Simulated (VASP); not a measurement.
Input of a VASP 6.6.1 run:

INCAR

```
PREC = Accurate
ENCUT = 520
EDIFF = 1E-6
ISMEAR = -1
SIGMA = 0.05
LREAL = F
LASPH = T
NELM = 150
ALGO = Normal
ISIF = 2
LWAVE = F
LCHARG = F
ISPIN = 2
MAGMOM = 1 0
LORBIT = 11
LMAXMIX = 4
GGA = PE
NBANDS = 19
```

Contents of KPOINTS:

```
regular mesh
0
Gamma
  9 9 9
```

File POSCAR:

```
NiO
1.0
    0.0000000000      2.0859016414      2.0441836086
    2.0859016414      0.0000000000      2.0441836086
    2.0859016414      2.0859016414      0.0000000000
Ni O
1 1
Direct
    0.0000000000      0.0000000000      0.0000000000
    0.5000000000      0.5000000000      0.5000000000
```

Potentials or basis: VASP PAW PBE potentials, release 64 (Ni, O).

Launch:

```sh
$ cat potpaw_PBE.64/Ni/POTCAR potpaw_PBE.64/O/POTCAR > POTCAR
$ mpirun -np 1 vasp_std > vasp.out
```

Problem. Predict the pressure.

Solution. 9.8 GPa.

Problem. What does it give for the site moments?

Solution. Ni +1.38; O +0.25 μB.

Problem. What does it give for the net moment?

Solution. 1.67 μB per cell.

Stress tensor (GPa, compression positive):
```
 8.77  0.00  0.00
 0.00  8.77  0.00
 0.00  0.00 11.97
```

Caveat: the cell stands under pressure; a cell with one magnetic atom can't hold antiferromagnetic order, which such compounds often take.
